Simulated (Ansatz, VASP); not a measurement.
## Ba: VASP beside Ansatz

```
Ba
1.0
     3.94463    0.00000    0.00000
     0.00000    3.94463    0.00000
     0.00000    0.00000    3.94463
Ba
1
Direct
  0.00000 0.00000 0.00000
```

Alike in both runs: functional PBE; k mesh 14 × 14 × 14; occupations gaussian, width 0.1 eV; no spin polarisation.

Ansatz relaxed the structure, and its values are those at the end. VASP's run is a single point on that final structure, the one shown.

|  | VASP | Ansatz |
| --- | --- | --- |
| version | VASP 6.6.1 | Ansatz 0.2.0 |
| potentials or method | VASP PAW PBE potentials, release 64 (Ba_sv), cutoff 520 eV | scalar-relativistic, plane waves, PAW |
| valence electrons in the cell | 10 | 10 |

Ansatz gave:

| Property | Result |
| --- | --- |
| gap on the k mesh at the Fermi level (eV) | none |
| pressure (GPa) | 0.0 |

Problem. Which values does VASP return?

Solution. gap on the k mesh at the Fermi level (eV): none; pressure (GPa): 0.1.

A gap of «none» marks a metal or a gap that the smearing closes.

Neither program's run includes spin-orbit coupling.
